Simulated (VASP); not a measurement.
# AlB3As4 (P-4m2) in VASP: single point with PBE

Aim: the single point of AlB3As4 with PBE.

Everything below comes from runs of VASP 6.6.1. Logs are shortened: lines on timing, memory, paths and dates and some standing lists are left out, and cuts for length are marked.

### 1 The cell of the first run

It takes space group P-4m2 (No. 115, tetragonal). Conventional cell: a = 3.621 Å, b = 3.621 Å, c = 10.241 Å, α = 90.00°, β = 90.00°, γ = 90.00°. Within 2.9 Å of Al (site symmetry -4m2) lie 4 As at 2.22 Å. Within 2.9 Å of B (site symmetry 2mm) lie 4 As at 2.22 Å. B (site symmetry -4m2) has 4 As at 2.22 Å within 2.9 Å. Within 2.9 Å of As (site symmetry 2mm) lie 4 B at 2.22 Å. As (site symmetry 2mm) has 2 B at 2.22 Å and 2 Al at 2.22 Å within 2.9 Å.

### 2 Single point, PBE

File INCAR:

```
SYSTEM = AlB3As4
ALGO = Normal
EDIFF = 1E-7
ENCUT = 520
GGA = PE
ISIF = 2
ISMEAR = 0
LASPH = .TRUE.
LCHARG = .FALSE.
LREAL = .FALSE.
LWAVE = .FALSE.
NBANDS = 26
NELM = 100
PREC = Accurate
SIGMA = 0.1
```

File KPOINTS:

```
k-points
0
G
  6 6 2
  0 0 0
```

File POSCAR:

```
AlB3As4
1.0
    3.6207177200      0.0000000000      0.0000000000
    0.0000000000      3.6207177200      0.0000000000
    0.0000000000      0.0000000000     10.2409362200
Al B As
1 3 4
Direct
    0.5000000000      0.5000000000      0.5000000000
    0.0000000000      0.0000000000      0.7500000000
    0.5000000000      0.5000000000      0.0000000000
    0.0000000000      0.0000000000      0.2500000000
    0.5000000000      0.0000000000      0.8750000000
    0.0000000000      0.5000000000      0.1250000000
    0.5000000000      0.0000000000      0.3750000000
    0.0000000000      0.5000000000      0.6250000000
```

Potentials or basis: VASP PAW PBE potentials, release 64 (Al, B, As).

On the command line:

```
cat potpaw_PBE.64/Al/POTCAR potpaw_PBE.64/B/POTCAR potpaw_PBE.64/As/POTCAR > POTCAR
mpirun -np 1 vasp_std > vasp.out
```

OUTCAR:

```text
SYSTEM = AlB3As4
   EDIFF = 1E-7
   ENCUT = 520
   GGA = PE
   ISIF = 2
   ISMEAR = 0
   LASPH = .TRUE.
   LREAL = .FALSE.
   NELM = 100
   PREC = Accurate

 ion  position               nearest neighbor table
   1  0.500  0.500  0.500-   7 2.22   8 2.22   7 2.22   8 2.22
   2  0.000  0.000  0.750-   5 2.22   8 2.22   8 2.22   5 2.22
   3  0.500  0.500  0.000-   5 2.22   6 2.22   5 2.22   6 2.22
   4  0.000  0.000  0.250-   6 2.22   7 2.22   6 2.22   7 2.22
   5  0.500  0.000  0.875-   2 2.22   3 2.22   3 2.22   2 2.22
   6  0.000  0.500  0.125-   3 2.22   4 2.22   4 2.22   3 2.22
   7  0.500  0.000  0.375-   1 2.22   4 2.22   1 2.22   4 2.22
   8  0.000  0.500  0.625-   1 2.22   2 2.22   2 2.22   1 2.22

  LATTYP: Found a simple tetragonal cell.
 ALAT       =     3.6207177200
 C/A-ratio  =     2.8284271274

  Lattice vectors:

 A1 = (   3.6207177200,   0.0000000000,   0.0000000000)
 A2 = (   0.0000000000,   3.6207177200,   0.0000000000)
 A3 = (   0.0000000000,   0.0000000000,  10.2409362200)

Analysis of symmetry for initial positions (statically):
=====================================================================
 Subroutine PRICEL returns:
 Original cell was already a primitive cell.

 Routine SETGRP: Setting up the symmetry group for a
 simple tetragonal supercell.

 Subroutine GETGRP returns: Found  8 space group operations
 (whereof  8 operations were pure point group operations)
 out of a pool of 16 trial point group operations.

The static configuration has the point symmetry D_2d.

Analysis of symmetry for dynamics (positions and initial velocities):
=====================================================================
 Subroutine PRICEL returns:
 Original cell was already a primitive cell.

 Routine SETGRP: Setting up the symmetry group for a
 simple tetragonal supercell.

 Subroutine GETGRP returns: Found  8 space group operations
 (whereof  8 operations were pure point group operations)
 out of a pool of 16 trial point group operations.

The dynamic configuration has the point symmetry D_2d.

 Subroutine INISYM returns: Found  8 space group operations
 (whereof  8 operations are pure point group operations),
 and found     1 'primitive' translations

----------------------------------------------------------------------------------------

                                     Primitive cell

  volume of cell :     134.2545

  direct lattice vectors                    reciprocal lattice vectors
     3.620717720  0.000000000  0.000000000     0.276188335  0.000000000  0.000000000
     0.000000000  3.620717720  0.000000000     0.000000000  0.276188335  0.000000000
     0.000000000  0.000000000 10.240936220     0.000000000  0.000000000  0.097647322

  length of vectors
     3.620717720  3.620717720 10.240936220     0.276188335  0.276188335  0.097647322

  position of ions in fractional coordinates (direct lattice)
     0.500000000  0.500000000  0.500000000
     0.000000000  0.000000000  0.750000000
     0.500000000  0.500000000  0.000000000
     0.000000000  0.000000000  0.250000000
     0.500000000  0.000000000  0.875000000
     0.000000000  0.500000000  0.125000000
     0.500000000  0.000000000  0.375000000
     0.000000000  0.500000000  0.625000000

  ion indices of the primitive-cell ions
   primitive index   ion index
                 1           1
                 2           2
                 3           3
                 4           4
                 5           5
                 6           6
                 7           7
                 8           8

----------------------------------------------------------------------------------------

 KPOINTS: k-points

Automatic generation of k-mesh.
 Grid dimensions read from file:
 generate k-points for:    6    6    2

 Generating k-lattice:

  Cartesian coordinates                     Fractional coordinates (reciprocal lattice)
     0.046031389  0.000000000  0.000000000     0.166666667  0.000000000  0.000000000
     0.000000000  0.046031389  0.000000000     0.000000000  0.166666667  0.000000000
     0.000000000  0.000000000  0.048823661     0.000000000  0.000000000  0.500000000

  Length of vectors
     0.046031389  0.046031389  0.048823661

  Shift w.r.t. Gamma in fractional coordinates (k-lattice)
     0.000000000  0.000000000  0.000000000

 Subroutine IBZKPT returns following result:
 ===========================================

 Found     20 irreducible k-points:

 Following reciprocal coordinates:
            Coordinates               Weight
  0.000000  0.000000  0.000000      1.000000
  0.166667  0.000000  0.000000      4.000000
  0.333333  0.000000  0.000000      4.000000
  0.500000  0.000000  0.000000      2.000000
  0.166667  0.166667  0.000000      4.000000
  0.333333  0.166667  0.000000      8.000000
[... 12 lines left out ...]
  0.500000  0.333333  0.500000      4.000000
  0.500000  0.500000  0.500000      1.000000
   k-points           NKPTS =     20   k-points in BZ     NKDIM =     20   number of bands    NBANDS=     26
   number of dos      NEDOS =    301   number of ions     NIONS =      8
   total plane-waves  NPLWV =  62720
   dimension x,y,z NGX =    28 NGY =   28 NGZ =   80
   dimension x,y,z NGXF=    56 NGYF=   56 NGZF=  160
   ions per type =               1   3   4
   NGX,Y,Z   is equivalent  to a cutoff of  12.86, 12.86, 12.99 a.u.
   NGXF,Y,Z  is equivalent  to a cutoff of  25.71, 25.71, 25.97 a.u.
 SYSTEM =  AlB3As4
   PREC   = accura    normal or accurate (medium, high low for compatibility)
   ISTART =      0    job   : 0-new  1-cont  2-samecut
   ICHARG =      2    charge: 1-file 2-atom 10-const
   ISPIN  =      1    spin polarized calculation?
   LNONCOLLINEAR =      F non collinear calculations
   LSORBIT =      F    spin-orbit coupling
   LASPH  =      T    aspherical Exc in radial PAW
   ENCUT  =  520.0 eV  38.22 Ry    6.18 a.u.   6.73  6.73 19.04*2*pi/ulx,y,z
   NELM   =    100;   NELMIN=  2; NELMDL= -5     # of ELM steps
   EDIFF  = 0.1E-06   stopping-criterion for ELM
   LREAL  =      F    real-space projection
   EDIFFG = 0.1E-05   stopping-criterion for IOM
   NSW    =      0    number of steps for IOM
   IBRION =     -1    ionic relax: 0-MD 1-quasi-New 2-CG
   NFREE  =      0    steps in history (QN), initial steepest desc. (CG)
   ISIF   =      2    stress and relaxation
   ISYM   =      2    0-nonsym 1-usesym 2-fastsym
   POTIM  = 0.5000    time-step for ionic-motion
   TEBEG  =    0.0;   TEEND  =   0.0 temperature during run
   PSTRESS=    0.0 pullay stress
   NELECT =      32.0000    total number of electrons
   NUPDOWN=      -1.0000    fix difference up-down
   EMIN   =  10.00;   EMAX   =-10.00  energy-range for DOS
   EFERMI =   0.00;   METHOD = LEGACY
   ISMEAR =     0;   SIGMA  =   0.10  broadening in eV -4-tet -1-fermi 0-gaus
   EFERMI_NEDOS =   21; number of points for ismear=-14 and -15
   IALGO  =     38    algorithm
   IMIX   =      4    mixing-type and parameters
     AMIX     =   0.40;   BMIX     =  1.00
     AMIX_MAG =   1.60;   BMIX_MAG =  1.00
  volume/ion in A,a.u.               =      16.78       113.25
  Fermi-wavevector in a.u.,A,eV,Ry     =   1.015037  1.918142 14.018081  1.030300
  Thomas-Fermi vector in A             =   2.148299
   LORBIT       =      0    0 simple, 1 ext, 2 COOP (PROOUT), +10 PAW based schemes
   GGA     = PE    functional components
   LHFCALC =     F    Hartree Fock is set to
   AEXX    =    0.0000 exact exchange contribution
   IVDW    =     0    specifies the selected vdW correction
   LEPSILON=     F    determine dielectric tensor
   LRPA    =     F    only Hartree local field effects (RPA)
 non-spin polarized calculation
 Gauss-broadening in eV      SIGMA  =   0.10
  energy-cutoff  :      520.00
  volume of cell :      134.25
 maximum number of plane-waves:      3664
 NGX is ok and might be reduce to    28
   NGX = 13   NGY = 13   NGZ = 39

 number of electron      31.9999998 magnetization

 Free energy of the ion-electron system (eV)
  ---------------------------------------------------
  ext. energy  EPLUGINS =         0.00000000
  ---------------------------------------------------
  free energy    TOTEN  =       -40.90919176 eV

  energy without entropy =      -40.90919176  energy(sigma->0) =      -40.90919176

 E-fermi :   5.3314     XC(G=0):  -9.8476

 val. band max:        4.8548746212   @ k =   0.0000   0.0000   0.0000
 cond. band min:       5.8568128422   @ k =   0.5000   0.5000   0.0000
 fundamental gap:      1.0019382210
 Fermi energy:         5.3313578497

 k-point     1 :       0.0000    0.0000    0.0000
  band No.  band energies     occupation
      1      -9.0212      2.00000
      2      -7.8969      2.00000
      3      -7.8718      2.00000
      4      -5.8279      2.00000
      5      -2.5602      2.00000
      6       0.5757      2.00000
[... 18 lines left out ...]
     25       8.9824      0.00000
     26       9.1865      0.00000

 k-point     2 :       0.1667    0.0000    0.0000
  band No.  band energies     occupation
      1      -8.7713      2.00000
      2      -7.6841      2.00000
      3      -7.6668      2.00000
      4      -5.8125      2.00000
      5      -2.4193      2.00000
      6      -0.3008      2.00000
[... 18 lines left out ...]
     25       9.4661      0.00000
     26      10.2774      0.00000

 k-point     3 :       0.3333    0.0000    0.0000
  band No.  band energies     occupation
      1      -8.0585      2.00000
      2      -7.1662      2.00000
      3      -7.1416      2.00000
      4      -6.0800      2.00000
      5      -2.1042      2.00000
      6      -1.9477      2.00000
[... 18 lines left out ...]
     25       9.7081      0.00000
     26      10.3241      0.00000

 k-point     4 :       0.5000    0.0000    0.0000
  band No.  band energies     occupation
      1      -7.1098      2.00000
      2      -7.0476      2.00000
      3      -6.7327      2.00000
      4      -6.7165      2.00000
      5      -2.7666      2.00000
      6      -2.4934      2.00000
[... 18 lines left out ...]
     25      10.0137      0.00000
     26      10.4798      0.00000

 k-point     5 :       0.1667    0.1667    0.0000
  band No.  band energies     occupation
      1      -8.5233      2.00000
      2      -7.4719      2.00000
      3      -7.4631      2.00000
      4      -5.7659      2.00000
      5      -2.3184      2.00000
      6      -0.5656      2.00000
[... 18 lines left out ...]
     25       9.9332      0.00000
     26       9.9473      0.00000

 k-point     6 :       0.3333    0.1667    0.0000
  band No.  band energies     occupation
      1      -7.8186      2.00000
      2      -6.9631      2.00000
      3      -6.9354      2.00000
      4      -5.9370      2.00000
      5      -2.1255      2.00000
      6      -1.8282      2.00000
[... 311 lines left out ...]
 k-point    17 :       0.5000    0.1667    0.5000
  band No.  band energies     occupation
      1      -6.8772      2.00000
      2      -6.8152      2.00000
      3      -6.5534      2.00000
      4      -6.5415      2.00000
      5      -2.1660      2.00000
      6      -2.0639      2.00000
[... 18 lines left out ...]
     25      10.6668      0.00000
     26      10.9933      0.00000

 k-point    18 :       0.3333    0.3333    0.5000
  band No.  band energies     occupation
      1      -7.0495      2.00000
      2      -6.8207      2.00000
      3      -6.0648      2.00000
      4      -5.8323      2.00000
      5      -2.3277      2.00000
      6      -2.0655      2.00000
[... 18 lines left out ...]
     25      10.7843      0.00000
     26      10.9510      0.00000

 k-point    19 :       0.5000    0.3333    0.5000
  band No.  band energies     occupation
      1      -6.3480      2.00000
      2      -6.3113      2.00000
      3      -6.0073      2.00000
      4      -6.0007      2.00000
      5      -2.2513      2.00000
      6      -2.2136      2.00000
[... 18 lines left out ...]
     25      11.5695      0.00000
     26      11.8875      0.00000

 k-point    20 :       0.5000    0.5000    0.5000
  band No.  band energies     occupation
      1      -5.9800      2.00000
      2      -5.9800      2.00000
      3      -5.6181      2.00000
      4      -5.6181      2.00000
      5      -2.6513      2.00000
      6      -2.5699      2.00000
[... 18 lines left out ...]
     25      12.7017      0.00000
     26      12.8013      0.00000

------------------------ aborting loop because EDIFF is reached ----------------------------------------

  FORCE on cell =-STRESS in cart. coord.  units (eV):
  Direction    XX          YY          ZZ          XY          YZ          ZX
  --------------------------------------------------------------------------------------
  -------------------------------------------------------------------------------------
  Total        0.2216527      0.2216527     -0.6974345      0.0000000      0.0000000     -0.0000000
  in kB        2.6451762      2.6451762     -8.3230976      0.0000000      0.0000000     -0.0000000
  external PRESSURE =      -1.0109151 kB  Pullay stress =       0.0000000 kB

 VOLUME and BASIS-vectors are now :
 -----------------------------------------------------------------------------
  energy-cutoff  :      520.00
  volume of cell :      134.25
      direct lattice vectors                 reciprocal lattice vectors
     3.620717720  0.000000000  0.000000000     0.276188335  0.000000000  0.000000000
     0.000000000  3.620717720  0.000000000     0.000000000  0.276188335  0.000000000
     0.000000000  0.000000000 10.240936220     0.000000000  0.000000000  0.097647322

 POSITION                                       TOTAL-FORCE (eV/Angst)
 -----------------------------------------------------------------------------------
      1.81036      1.81036      5.12047         0.000000     -0.000000      0.000000
      0.00000      0.00000      7.68070         0.000000     -0.000000      0.302081
      1.81036      1.81036      0.00000         0.000000      0.000000      0.000000
      0.00000      0.00000      2.56023        -0.000000     -0.000000     -0.302081
      1.81036      0.00000      8.96082         0.000000      0.000000      0.055545
      0.00000      1.81036      1.28012         0.000000     -0.000000     -0.055545
      1.81036      0.00000      3.84035         0.000000      0.000000     -4.400391
      0.00000      1.81036      6.40059        -0.000000     -0.000000      4.400391
 -----------------------------------------------------------------------------------
    total drift:                                0.000000     -0.000000      0.000000

  FREE ENERGIE OF THE ION-ELECTRON SYSTEM (eV)
  ---------------------------------------------------
  free  energy   TOTEN  =       -40.9091917642 eV

  energy  without entropy=      -40.9091917642  energy(sigma->0) =      -40.90919176
```

It took 2 min on 1 thread of Intel Xeon Platinum 8259CL at 2.50GHz (Skylake/Cascade Lake), shared host; peak memory 0.26 GiB.

Results:

```
Free energy            : -40.9092 eV
Pressure               : -0.1 GPa
Largest force          : 4.400 eV/Å
Band gap on the k mesh : 1.00 eV (least direct gap 1.35 eV)
```

Forces in eV/Å, atoms in the order of the input:
```
Al   0.000  0.000  0.000
B    0.000  0.000  0.302
B    0.000  0.000  0.000
B    0.000  0.000 -0.302
As   0.000  0.000  0.056
As   0.000  0.000 -0.056
As   0.000  0.000 -4.400
As   0.000  0.000  4.400
```

Caveat: forces of over 1 eV/Å act on the atoms, so gaps and moduli don't describe the material at rest. A k mesh can miss the band edges.
